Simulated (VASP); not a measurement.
Set up this calculation in VASP 6.6.1, as the native input.

- Task: single point
- Functional: PBE
- Potentials or basis: VASP PAW PBE potentials, release 64 (B, N)
- Cutoff: 520 eV
- k mesh: 12 × 12 × 12
- Occupations: gaussian, width 0.05 eV
- Spin: no spin polarisation
- Dipole correction: no
- Further INCAR settings: ALGO = Normal; EDIFF = 1e-06; NBANDS = 11

The structure of BN lies in POSCAR:

```
BN
1.0
    0.0000000000      1.9695477275      1.5362472275
    1.9695477275      0.0000000000      1.5362472275
    1.9695477275      1.9695477275      0.0000000000
B N
1 1
Direct
    0.0000000000      0.0000000000      0.0000000000
    0.7500000000      0.7500000000      0.7500000000
```

This cell differs from its parent crystal: ratio of the length along z to the lengths across it x 0.78, volume and fractional coordinates fixed.

These files were run (other wordings do the same):

INCAR

```
ALGO     = Normal         # electronic algorithm
EDIFF    = 1E-6           # SCF threshold, eV
ENCUT    = 520            # plane-wave cutoff, eV
GGA      = PE             # functional
ISIF     = 2              # what is computed and relaxed
ISMEAR   = 0              # smearing method
LASPH    = True           # aspherical terms in the spheres
LCHARG   = False          # write CHGCAR
LREAL    = False          # projectors in reciprocal space
LWAVE    = False          # write WAVECAR
NBANDS   = 11             # bands
NELM     = 80             # most SCF steps
PREC     = Accurate       # precision mode
SIGMA    = 0.05           # smearing width, eV
```

KPOINTS

```
k-points
0
Gamma
  12 12 12
```

Potentials or basis: VASP PAW PBE potentials, release 64 (B, N).

The run is started by

```console
$ cat potpaw_PBE.64/B/POTCAR potpaw_PBE.64/N/POTCAR > POTCAR
$ mpirun -np 1 vasp_std > vasp.out
```

Results of the run:

| Item | Value |
| --- | --- |
| Pressure | -2.2 GPa |
| Band gap on the k mesh | 1.29 eV, indirect (least direct gap 7.04 eV) |

Wall time 8 s on 1 thread of Intel(R) Xeon(R) 6975P-C (Granite Rapids) (shared host), peak memory 0.14 GiB.
